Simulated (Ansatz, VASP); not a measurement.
## Pt: VASP beside Ansatz

```
Pt
1.0
     0.00000    1.95882    1.95882
     1.95882    0.00000    1.95882
     1.95882    1.95882    0.00000
Pt
1
Direct
  0.00000 0.00000 0.00000
```

Alike in both runs: functional PBEsol; k mesh 16 × 16 × 16; occupations gaussian, width 0.1 eV; no spin polarisation.

Ansatz relaxed the structure, and its values are those at the end. VASP's run is a single point on that final structure, the one shown.

|  | VASP | Ansatz |
| --- | --- | --- |
| version | VASP 6.6.1 | Ansatz 0.2.0 |
| potentials or method | VASP PAW PBE potentials, release 64 (Pt), cutoff 520 eV | scalar-relativistic, plane waves, PAW |
| valence electrons in the cell | 10 | 18 |

```tsv
	VASP	Ansatz	Ansatz less VASP
gap on the k mesh at the Fermi level (eV)	none	none	-
pressure (GPa)	-0.4	0.0	+0.40
```

VASP's potentials were made for PBE, not for PBEsol, and Ansatz warns of the same on its side. A gap of «none» marks a metal or a gap that the smearing closes. The functional is the same, so the differences come from potentials, cutoffs and numerics. VASP's potentials hold 10 valence electrons a cell and Ansatz's 18, so a difference there can come from the potentials and not from the codes.

Neither program's run includes spin-orbit coupling.
